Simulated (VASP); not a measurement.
# TeMoS4 (P6/mmm) in VASP: notebook

The runs below take TeMoS4 through single point, with PBE.

Program: VASP 6.6.1. These are calculated values, not measurements. Logs are shortened: lines on timing, memory, paths and dates and some standing lists are left out, and cuts for length are marked.

## (1) The cell of the first run

It takes space group P6/mmm (No. 191, hexagonal). The conventional cell has a = 4.427 Å, b = 4.427 Å, c = 9.547 Å, α = 90.00°, β = 90.00°, γ = 120.00°. Within 3.2 Å of Te (site symmetry 6/mmm) lie 2 S at 2.46 Å. Mo (site symmetry 6/mmm) has 8 S at 2.32 to 2.56 Å within 3.1 Å. Within 3.1 Å of S (site symmetry 6mm) lie 1 Mo at 2.32 Å and 1 Te at 2.46 Å. S (site symmetry -6m2) has 3 Mo at 2.56 Å and 3 S at 2.56 Å within 3.4 Å.

## (2) Single point, PBE

File INCAR:

```
PREC     = Accurate       # precision mode
ENCUT    = 520            # plane-wave cutoff, eV
EDIFF    = 1E-6           # SCF threshold, eV
ISMEAR   = 0              # smearing method
SIGMA    = 0.1            # smearing width, eV
LREAL    = F              # projectors in reciprocal space
LASPH    = T              # aspherical terms in the spheres
NELM     = 60             # most SCF steps
ALGO     = Normal         # electronic algorithm
ISIF     = 2              # what is computed and relaxed
LWAVE    = F              # write WAVECAR
LCHARG   = T              # write CHGCAR
GGA      = PE             # functional
LELF     = T              # ELF
LVHAR    = T            
NBANDS   = 31             # bands
```

File KPOINTS:

```
regular mesh
0
Gamma
  12 12 4
```

File POSCAR:

```
TeMoS4
1.0
    4.4269366163      0.0000000000      0.0000000000
   -2.2134683081      3.8338395707      0.0000000000
    0.0000000000      0.0000000000      9.5469015870
Te Mo S
1 1 4
Direct
    0.0000000000      0.0000000000      0.5000000000
    0.0000000000      0.0000000000      0.0000000000
    0.0000000000      0.0000000000      0.2425108828
    0.0000000000      0.0000000000      0.7574891172
    0.3333333333      0.6666666667      0.0000000000
    0.6666666667      0.3333333333      0.0000000000
```

Potentials or basis: VASP PAW PBE potentials, release 64 (Te, Mo_sv, S).

Run with:

```console
$ cat potpaw_PBE.64/Te/POTCAR potpaw_PBE.64/Mo_sv/POTCAR potpaw_PBE.64/S/POTCAR > POTCAR
$ mpirun -np 1 vasp_std > vasp.out
```

OUTCAR:

```text
PREC = Accurate
   ENCUT = 520
   EDIFF = 1E-6
   ISMEAR = 0
   LREAL = F
   LASPH = T
   NELM = 60
   ISIF = 2
   GGA = PE

 ion  position               nearest neighbor table
   1  0.000  0.000  0.500-   3 2.46   4 2.46
   2  0.000  0.000  0.000-   3 2.32   4 2.32   5 2.56   6 2.56   6 2.56   5 2.56   6 2.56   5 2.56

   3  0.000  0.000  0.243-   2 2.32   1 2.46
   4  0.000  0.000  0.757-   2 2.32   1 2.46
   5  0.333  0.667  0.000-   2 2.56   6 2.56   6 2.56   2 2.56   2 2.56   6 2.56
   6  0.667  0.333  0.000-   2 2.56   5 2.56   5 2.56   2 2.56   2 2.56   5 2.56

  LATTYP: Found a hexagonal cell.
 ALAT       =     4.4269366163
 C/A-ratio  =     2.1565480635

  Lattice vectors:

 A1 = (   4.4269366163,   0.0000000000,   0.0000000000)
 A2 = (  -2.2134683081,   3.8338395707,   0.0000000000)
 A3 = (   0.0000000000,   0.0000000000,   9.5469015870)

Analysis of symmetry for initial positions (statically):
=====================================================================
 Subroutine PRICEL returns:
 Original cell was already a primitive cell.

 Routine SETGRP: Setting up the symmetry group for a
 hexagonal supercell.

 Subroutine GETGRP returns: Found 24 space group operations
 (whereof 24 operations were pure point group operations)
 out of a pool of 24 trial point group operations.

The static configuration has the point symmetry D_6h.

Analysis of symmetry for dynamics (positions and initial velocities):
=====================================================================
 Subroutine PRICEL returns:
 Original cell was already a primitive cell.

 Routine SETGRP: Setting up the symmetry group for a
 hexagonal supercell.

 Subroutine GETGRP returns: Found 24 space group operations
 (whereof 24 operations were pure point group operations)
 out of a pool of 24 trial point group operations.

The dynamic configuration has the point symmetry D_6h.

 Subroutine INISYM returns: Found 24 space group operations
 (whereof 24 operations are pure point group operations),
 and found     1 'primitive' translations

----------------------------------------------------------------------------------------

                                     Primitive cell

  volume of cell :     162.0316

  direct lattice vectors                    reciprocal lattice vectors
     4.426936616  0.000000000  0.000000000     0.225889839  0.130417559  0.000000000
    -2.213468308  3.833839571  0.000000000     0.000000000  0.260835119  0.000000000
     0.000000000  0.000000000  9.546901587     0.000000000  0.000000000  0.104746026

  length of vectors
     4.426936616  4.426936616  9.546901587     0.260835119  0.260835119  0.104746026

  position of ions in fractional coordinates (direct lattice)
     0.000000000  0.000000000  0.500000000
     0.000000000  0.000000000  0.000000000
     0.000000000  0.000000000  0.242510883
     0.000000000  0.000000000  0.757489117
     0.333333333  0.666666667  0.000000000
     0.666666667  0.333333333  0.000000000

  ion indices of the primitive-cell ions
   primitive index   ion index
                 1           1
                 2           2
                 3           3
                 4           4
                 5           5
                 6           6

----------------------------------------------------------------------------------------

 KPOINTS: regular mesh

Automatic generation of k-mesh.
 Grid dimensions read from file:
 generate k-points for:   12   12    4

 Generating k-lattice:

  Cartesian coordinates                     Fractional coordinates (reciprocal lattice)
     0.018824153  0.010868130  0.000000000     0.083333333 -0.000000000  0.000000000
     0.000000000  0.021736260  0.000000000     0.000000000  0.083333333  0.000000000
     0.000000000  0.000000000  0.026186506     0.000000000  0.000000000  0.250000000

  Length of vectors
     0.021736260  0.021736260  0.026186506

  Shift w.r.t. Gamma in fractional coordinates (k-lattice)
     0.000000000  0.000000000  0.000000000

 Subroutine IBZKPT returns following result:
 ===========================================

 Found     57 irreducible k-points:

 Following reciprocal coordinates:
            Coordinates               Weight
  0.000000  0.000000  0.000000      1.000000
  0.083333 -0.000000  0.000000      6.000000
  0.166667 -0.000000  0.000000      6.000000
  0.250000 -0.000000  0.000000      6.000000
  0.333333 -0.000000  0.000000      6.000000
  0.416667  0.000000  0.000000      6.000000
[... 16 lines left out ...]
  0.250000 -0.000000  0.250000     12.000000
  0.333333 -0.000000  0.250000     12.000000
 [... further k-points ...]
   k-points           NKPTS =     57   k-points in BZ     NKDIM =     57   number of bands    NBANDS=     31
   number of dos      NEDOS =    301   number of ions     NIONS =      6
   total plane-waves  NPLWV =  93312
   dimension x,y,z NGX =    36 NGY =   36 NGZ =   72
   dimension x,y,z NGXF=    72 NGYF=   72 NGZF=  144
   ions per type =               1   1   4
   NGX,Y,Z   is equivalent  to a cutoff of  13.52, 13.52, 12.54 a.u.
   NGXF,Y,Z  is equivalent  to a cutoff of  27.04, 27.04, 25.08 a.u.
 SYSTEM =  unknown system
   PREC   = accura    normal or accurate (medium, high low for compatibility)
   ISTART =      0    job   : 0-new  1-cont  2-samecut
   ICHARG =      2    charge: 1-file 2-atom 10-const
   ISPIN  =      1    spin polarized calculation?
   LNONCOLLINEAR =      F non collinear calculations
   LSORBIT =      F    spin-orbit coupling
   LASPH  =      T    aspherical Exc in radial PAW
   ENCUT  =  520.0 eV  38.22 Ry    6.18 a.u.   8.23  8.23 17.75*2*pi/ulx,y,z
   NELM   =     60;   NELMIN=  2; NELMDL= -5     # of ELM steps
   EDIFF  = 0.1E-05   stopping-criterion for ELM
   LREAL  =      F    real-space projection
   EDIFFG = 0.1E-04   stopping-criterion for IOM
   NSW    =      0    number of steps for IOM
   IBRION =     -1    ionic relax: 0-MD 1-quasi-New 2-CG
   NFREE  =      0    steps in history (QN), initial steepest desc. (CG)
   ISIF   =      2    stress and relaxation
   ISYM   =      2    0-nonsym 1-usesym 2-fastsym
   POTIM  = 0.5000    time-step for ionic-motion
   TEBEG  =    0.0;   TEEND  =   0.0 temperature during run
   PSTRESS=    0.0 pullay stress
   NELECT =      44.0000    total number of electrons
   NUPDOWN=      -1.0000    fix difference up-down
   EMIN   =  10.00;   EMAX   =-10.00  energy-range for DOS
   EFERMI =   0.00;   METHOD = LEGACY
   ISMEAR =     0;   SIGMA  =   0.10  broadening in eV -4-tet -1-fermi 0-gaus
   EFERMI_NEDOS =   21; number of points for ismear=-14 and -15
   IALGO  =     38    algorithm
   IMIX   =      4    mixing-type and parameters
     AMIX     =   0.40;   BMIX     =  1.00
     AMIX_MAG =   1.60;   BMIX_MAG =  1.00
  volume/ion in A,a.u.               =      27.01       182.24
  Fermi-wavevector in a.u.,A,eV,Ry     =   1.060130  2.003355 15.291259  1.123876
  Thomas-Fermi vector in A             =   2.195500
   LORBIT       =      0    0 simple, 1 ext, 2 COOP (PROOUT), +10 PAW based schemes
   GGA     = PE    functional components
   LHFCALC =     F    Hartree Fock is set to
   AEXX    =    0.0000 exact exchange contribution
   IVDW    =     0    specifies the selected vdW correction
   LEPSILON=     F    determine dielectric tensor
   LRPA    =     F    only Hartree local field effects (RPA)
 non-spin polarized calculation
 Gauss-broadening in eV      SIGMA  =   0.10
  energy-cutoff  :      520.00
  volume of cell :      162.03
 maximum number of plane-waves:      4397
 NGX is ok and might be reduce to    36
   NGX = 17   NGY = 17   NGZ = 35

 number of electron      44.0000000 magnetization

 Free energy of the ion-electron system (eV)
  ---------------------------------------------------
  ext. energy  EPLUGINS =         0.00000000
  ---------------------------------------------------
  free energy    TOTEN  =       -29.40180889 eV

  energy without entropy =      -29.36283277  energy(sigma->0) =      -29.38232083

 E-fermi :   3.2786     XC(G=0):  -8.6148

 val. band max:        3.2774108660   @ k =   0.3333   0.2500   0.2500
 cond. band min:       3.2790138597   @ k =   0.3333   0.3333   0.2500
 fundamental gap:      0.0016029938
 Fermi energy:         3.2786376331

 k-point     1 :       0.0000    0.0000    0.0000
  band No.  band energies     occupation
      1     -58.3388      2.00000
      2     -32.5513      2.00000
      3     -32.3561      2.00000
      4     -32.3561      2.00000
      5     -11.7759      2.00000
      6      -9.8966      2.00000
[... 23 lines left out ...]
     30       7.6575      0.00000
     31       9.4874      0.00000

 k-point     2 :       0.0833   -0.0000    0.0000
  band No.  band energies     occupation
      1     -58.3388      2.00000
      2     -32.5512      2.00000
      3     -32.3572      2.00000
      4     -32.3563      2.00000
      5     -11.7141      2.00000
      6      -9.8885      2.00000
[... 23 lines left out ...]
     30       7.7675      0.00000
     31       9.5984      0.00000

 k-point     3 :       0.1667   -0.0000    0.0000
  band No.  band energies     occupation
      1     -58.3387      2.00000
      2     -32.5511      2.00000
      3     -32.3603      2.00000
      4     -32.3570      2.00000
      5     -11.5330      2.00000
      6      -9.8668      2.00000
[... 23 lines left out ...]
     30       8.3596      0.00000
     31       9.8682      0.00000

 k-point     4 :       0.2500   -0.0000    0.0000
  band No.  band energies     occupation
      1     -58.3386      2.00000
      2     -32.5509      2.00000
      3     -32.3646      2.00000
      4     -32.3579      2.00000
      5     -11.2455      2.00000
      6      -9.8388      2.00000
[... 635 lines left out ...]
     30       8.7159      0.00000
     31       9.3921      0.00000

 k-point    23 :       0.2500   -0.0000    0.2500
  band No.  band energies     occupation
      1     -58.3386      2.00000
      2     -32.5509      2.00000
      3     -32.3646      2.00000
      4     -32.3579      2.00000
      5     -11.2418      2.00000
      6      -9.7916      2.00000
[... 23 lines left out ...]
     30       9.1491      0.00000
     31       9.8072      0.00000

 k-point    24 :       0.3333   -0.0000    0.2500
  band No.  band energies     occupation
      1     -58.3385      2.00000
      2     -32.5506      2.00000
      3     -32.3689      2.00000
      4     -32.3588      2.00000
      5     -10.8701      2.00000
      6      -9.7638      2.00000
[... 23 lines left out ...]
     30       9.0255      0.00000
     31      10.1196      0.00000

 [... further k-points ...]

------------------------ aborting loop because EDIFF is reached ----------------------------------------

  FORCE on cell =-STRESS in cart. coord.  units (eV):
  Direction    XX          YY          ZZ          XY          YZ          ZX
  --------------------------------------------------------------------------------------
  -------------------------------------------------------------------------------------
  Total       -0.0389731     -0.0389731     -0.1186134     -0.0000000     -0.0000000      0.0000000
  in kB       -0.3853684     -0.3853684     -1.1728561     -0.0000000     -0.0000000      0.0000000
  external PRESSURE =      -0.6478643 kB  Pullay stress =       0.0000000 kB

 VOLUME and BASIS-vectors are now :
 -----------------------------------------------------------------------------
  energy-cutoff  :      520.00
  volume of cell :      162.03
      direct lattice vectors                 reciprocal lattice vectors
     4.426936616  0.000000000  0.000000000     0.225889839  0.130417559  0.000000000
    -2.213468308  3.833839571  0.000000000     0.000000000  0.260835119  0.000000000
     0.000000000  0.000000000  9.546901587     0.000000000  0.000000000  0.104746026

 POSITION                                       TOTAL-FORCE (eV/Angst)
 -----------------------------------------------------------------------------------
      0.00000      0.00000      4.77345         0.000000      0.000000      0.000000
      0.00000      0.00000      0.00000         0.000000      0.000000      0.000000
      0.00000      0.00000      2.31523         0.000000     -0.000000     -0.001419
      0.00000      0.00000      7.23167        -0.000000      0.000000      0.001419
     -0.00000      2.55589      0.00000        -0.000000      0.000000      0.000000
      2.21347      1.27795      0.00000         0.000000      0.000000      0.000000
 -----------------------------------------------------------------------------------
    total drift:                                0.000000     -0.000000      0.000000

  FREE ENERGIE OF THE ION-ELECTRON SYSTEM (eV)
  ---------------------------------------------------
  free  energy   TOTEN  =       -29.4018088902 eV

  energy  without entropy=      -29.3628327706  energy(sigma->0) =      -29.38232083
```

Run time: 2.1 min. Hardware: 1 thread of Intel Xeon 6975P-C (Granite Rapids), shared host; peak memory 0.46 GiB.

What came out:

```
Free energy            : -29.4018 eV
Pressure               : -0.1 GPa
Band gap on the k mesh : zero (band 22 reaches 4.08 eV, above the bottom of band 23 at 3.18 eV)
```

Stress tensor (GPa, compression positive):
```
-0.04  0.00  0.00
 0.00 -0.04  0.00
 0.00  0.00 -0.12
```

Levels at points of the mesh, in eV from the Fermi level:
```
           k point  band 19  band 20  band 21  band 22  band 23  band 24  band 25  band 26
(0.00, 0.00, 0.00)    -0.68    -0.68     0.22     0.80     0.80     1.03     1.03     2.95
(0.50, 0.00, 0.00)    -1.39    -0.76    -0.61     0.31     0.47     0.58     0.65     1.24
(0.00, 0.00, 0.50)    -0.53    -0.53    -0.13    -0.13     0.22     1.00     1.77     1.77
(0.50, 0.00, 0.50)    -1.30    -0.87    -0.73     0.20     0.27     0.58     1.43     1.46
```

Caveat: spin-orbit coupling is left out, which moves the levels of the heavy elements.

(Part 1 of 2 ends here.)
